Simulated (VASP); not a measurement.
# Ru (P6_3/mmc) in VASP: further runs, part 2 of 2

VASP 6.6.1. The steps go on from the part before.

### 4 Relaxation of cell and atoms, PBEsol

Input file INCAR:

```
SYSTEM = Ru
ALGO = Normal
EDIFF = 1E-6
EDIFFG = -0.005
ENCUT = 600
GGA = PS
IBRION = 2
ISIF = 3
ISMEAR = -1
LASPH = .TRUE.
LCHARG = .FALSE.
LREAL = .FALSE.
LWAVE = .FALSE.
NELM = 60
NSW = 60
PREC = Accurate
SIGMA = 0.05
```

Input file KPOINTS:

```
k-points
0
G
  19 19 10
  0 0 0
```

Input file POSCAR:

```
Ru
1.0
    2.6679256712      0.0000000000      0.0000000000
   -1.3339628356      2.3104914067      0.0000000000
    0.0000000000      0.0000000000      4.3220395874
Ru
2
Direct
    0.3333333333      0.6666666667      0.2500000000
    0.6666666667      0.3333333333      0.7500000000
```

Potentials or basis: VASP PAW PBE potentials, release 64 (Ru_pv).

Command:

```
$ cat potpaw_PBE.64/Ru_pv/POTCAR > POTCAR
$ mpirun -np 1 vasp_std > vasp.out
```

OUTCAR:

```text
SYSTEM = Ru
   EDIFF = 1E-6
   EDIFFG = -0.005
   ENCUT = 600
   GGA = PS
   IBRION = 2
   ISIF = 3
   ISMEAR = -1
   LASPH = .TRUE.
   LREAL = .FALSE.
   NELM = 60
   NSW = 60
   PREC = Accurate

 ion  position               nearest neighbor table
   1  0.333  0.667  0.250-   2 2.65   2 2.65   2 2.65   2 2.65   2 2.65   2 2.65
   2  0.667  0.333  0.750-   1 2.65   1 2.65   1 2.65   1 2.65   1 2.65   1 2.65

  LATTYP: Found a hexagonal cell.
 ALAT       =     2.6679256712
 C/A-ratio  =     1.6200000000

  Lattice vectors:

 A1 = (   2.6679256712,   0.0000000000,   0.0000000000)
 A2 = (  -1.3339628356,   2.3104914067,   0.0000000000)
 A3 = (   0.0000000000,   0.0000000000,   4.3220395874)

Analysis of symmetry for initial positions (statically):
=====================================================================
[... 364 lines left out ...]

  energy without entropy =      -20.33829908  energy(sigma->0) =      -20.34440375

 E-fermi :  13.0676     XC(G=0): -14.4016

 val. band max:       13.0574475475   @ k =   0.2632   0.2105   0.2000
 cond. band min:      13.0696483730   @ k =   0.3158   0.0000   0.2000
 fundamental gap:      0.0122008255
 Fermi energy:        13.0675687122

 k-point     1 :       0.0000    0.0000    0.0000
  band No.  band energies     occupation
      1     -30.6267      2.00000
      2     -29.6262      2.00000
      3     -29.6262      2.00000
      4     -29.4430      2.00000
      5     -29.4430      2.00000
      6     -29.3970      2.00000
[... 481 lines left out ...]
      5     -29.6345      2.00000
      6     -29.5992      2.00000
[... 10 lines left out ...]
     17      15.3364      0.00000
     18      22.7213      0.00000

 [... further k-points ...]

------------------------ aborting loop because EDIFF is reached ----------------------------------------

  FORCE on cell =-STRESS in cart. coord.  units (eV):
  Direction    XX          YY          ZZ          XY          YZ          ZX
  --------------------------------------------------------------------------------------
  -------------------------------------------------------------------------------------
  Total       -0.0011691     -0.0011691     -0.0016798      0.0000000     -0.0000000      0.0000000
  in kB       -0.0703341     -0.0703341     -0.1010555      0.0000000     -0.0000000      0.0000000
  external PRESSURE =      -0.0805746 kB  Pullay stress =       0.0000000 kB
[... 17 lines left out ...]
  FREE ENERGIE OF THE ION-ELECTRON SYSTEM (eV)
  ---------------------------------------------------
  free  energy   TOTEN  =       -20.3505084203 eV

  energy  without entropy=      -20.3382990756  energy(sigma->0) =      -20.34440375

 reached required accuracy - stopping structural energy minimisation
```

OSZICAR:

```text
N       E                     dE             d eps       ncg     rms          rms(c)
DAV:   1     0.306664428843E+03    0.30666E+03   -0.19509E+04  8640   0.193E+03
DAV:   2    -0.145799166354E+02   -0.32124E+03   -0.31534E+03  9040   0.523E+02
[... 68 lines left out ...]
  10 F= -.20350508E+02 E0= -.20344406E+02  d E =-.204510E-05
       N       E                     dE             d eps       ncg     rms          rms(c)
DAV:   1    -0.203505149911E+02   -0.73440E-05   -0.24493E-04  8730   0.137E-01    0.155E-02
DAV:   2    -0.203505096057E+02    0.53854E-05   -0.78237E-06  8688   0.270E-02    0.673E-03
DAV:   3    -0.203505083999E+02    0.12058E-05   -0.39441E-06  6926   0.145E-02    0.877E-04
DAV:   4    -0.203505084203E+02   -0.20428E-07   -0.18578E-07  4328   0.477E-03
  11 F= -.20350508E+02 E0= -.20344404E+02  d E =-.280374E-05
```

CONTCAR:

```text
Ru
   1.00000000000000
     2.6899656117239750    0.0000000000000000   -0.0000000000000000
    -1.3449828058619875    2.3295785550924579    0.0000000000000000
     0.0000000000000000   -0.0000000000000000    4.2498447795160672
  Ru
     2
Direct
     0.3333333332999970    0.6666666667000030    0.2500000000000000
     0.6666666667000030    0.3333333332999970    0.7500000000000000

  0.00000000E+00  0.00000000E+00  0.00000000E+00
  0.00000000E+00  0.00000000E+00  0.00000000E+00
```

Run time: 7.4 min. Hardware: 1 thread of Intel Xeon Platinum 8259CL at 2.50GHz (Skylake/Cascade Lake), shared host; peak memory 0.26 GiB.

What came out:

```yaml
Free_energy: -20.3505 eV
Relaxed_volume: 13.32 Å³/atom
Relaxed_cell: a = 2.690 Å, b = 2.690 Å, c = 4.250 Å, α = 90.00°, β = 90.00°, γ = 120.00°
Space_group_after_relaxing_to_0.1_Å: P6_3/mmc (No. 194)
Energy_gained_by_relaxing: 8.8 meV/atom
Ionic_steps: 11
Pressure_after_relaxing: 0.0 GPa
Band_gap_on_the_k_mesh: zero (bands 14 and 15 overlap by 3.21 eV)
```

Step by step:
| step | energy change (eV) | largest force (eV/Å) | pressure (GPa) | volume (Å³) |
| --- | --- | --- | --- | --- |
| 1 | 0.0000 | 0.0000 | -0.23 | 26.64 |
| 2 | 0.0032 | 0.0000 | 1.85 | 26.55 |
| 3 | -0.0177 | 0.0000 | 0.39 | 26.60 |
| 4 | -0.0176 | 0.0000 | 0.40 | 26.60 |
| 5 | -0.0174 | 0.0000 | -1.07 | 26.72 |
| 6 | -0.0177 | 0.0000 | 0.06 | 26.63 |
| 7 | -0.0177 | 0.0000 | -0.02 | 26.63 |
| 8 | -0.0177 | 0.0000 | -0.02 | 26.63 |
| 9 | -0.0177 | 0.0000 | 0.00 | 26.63 |
| 10 | -0.0177 | 0.0000 | -0.02 | 26.63 |
| 11 | -0.0177 | 0.0000 | -0.01 | 26.63 |

Final structure:
```yaml
crystal:
  lattice:
    - [2.68997, 0.00000, 0.00000]
    - [-1.34498, 2.32958, 0.00000]
    - [0.00000, 0.00000, 4.24984]
  atoms:
    - { symbol: Ru, position: [0.33333, 0.66667, 0.25000] }
    - { symbol: Ru, position: [0.66667, 0.33333, 0.75000] }
```

Caveat: the PAW data sets were made with another functional, which shifts forces and pressure a little.

### 5 Relaxation of cell and atoms, PBEsol

Input file INCAR:

```
ALGO     = Normal         # electronic algorithm
EDIFF    = 1E-6           # SCF threshold, eV
EDIFFG   = -0.005         # ionic threshold
ENCUT    = 600            # plane-wave cutoff, eV
GGA      = PS             # functional
IBRION   = 2              # ionic algorithm
ISIF     = 3              # what is computed and relaxed
ISMEAR   = -1             # smearing method
LASPH    = T              # aspherical terms in the spheres
LCHARG   = F              # write CHGCAR
LREAL    = F              # projectors in reciprocal space
LWAVE    = F              # write WAVECAR
NELM     = 60             # most SCF steps
NSW      = 60             # ionic steps
PREC     = Accurate       # precision mode
SIGMA    = 0.05           # smearing width, eV
```

Input file KPOINTS:

```
k-points
0
Gamma
  19 19 10
```

POSCAR is that of step 4.

Command:

```
$ cat potpaw_PBE.64/Ru_pv/POTCAR > POTCAR
$ mpirun -np 1 vasp_std > vasp.out
```

Run time: 6.9 min. Hardware: 1 thread of Intel Xeon Platinum 8259CL at 2.50GHz (Skylake/Cascade Lake), shared host; peak memory 0.25 GiB.

Results (log left out):

```yaml
Free_energy: -20.3505 eV
Relaxed_volume: 13.32 Å³/atom
Relaxed_cell: a = 2.690 Å, b = 2.690 Å, c = 4.250 Å, α = 90.00°, β = 90.00°, γ = 120.00°
Space_group_after_relaxing_to_0.1_Å: P6_3/mmc (No. 194)
Energy_gained_by_relaxing: 8.8 meV/atom
Ionic_steps: 11
Pressure_after_relaxing: 0.0 GPa
Band_gap_on_the_k_mesh: zero (bands 14 and 15 overlap by 3.21 eV)
```

Step by step:
```tsv
step	energy change (eV)	largest force (eV/Å)	pressure (GPa)	volume (Å³)
1	0.0000	0.0000	-0.23	26.64
2	0.0032	0.0000	1.85	26.55
3	-0.0177	0.0000	0.39	26.60
4	-0.0176	0.0000	0.40	26.60
5	-0.0174	0.0000	-1.07	26.72
6	-0.0177	0.0000	0.06	26.63
7	-0.0177	0.0000	-0.02	26.63
8	-0.0177	0.0000	-0.02	26.63
9	-0.0177	0.0000	0.00	26.63
10	-0.0177	0.0000	-0.02	26.63
11	-0.0177	0.0000	-0.01	26.63
```

Final structure:
```
Ru
1.0
     2.68997    0.00000    0.00000
    -1.34498    2.32958    0.00000
     0.00000    0.00000    4.24984
Ru
2
Direct
  0.33333 0.66667 0.25000
  0.66667 0.33333 0.75000
```

Levels at points of the mesh, in eV from the Fermi level:
| k point | band 11 | band 12 | band 13 | band 14 | band 15 | band 16 | band 17 | band 18 |
| --- | --- | --- | --- | --- | --- | --- | --- | --- |
| (0.00, 0.00, 0.00) | -2.50 | -1.99 | -1.99 | -1.46 | -1.46 | 1.22 | 1.22 | 1.27 |
| (0.00, 0.00, 0.50) | -2.87 | -2.87 | -2.80 | -2.80 | 0.56 | 0.56 | 0.56 | 0.56 |

Caveat: the PAW data sets were made with another functional, which shifts forces and pressure a little.
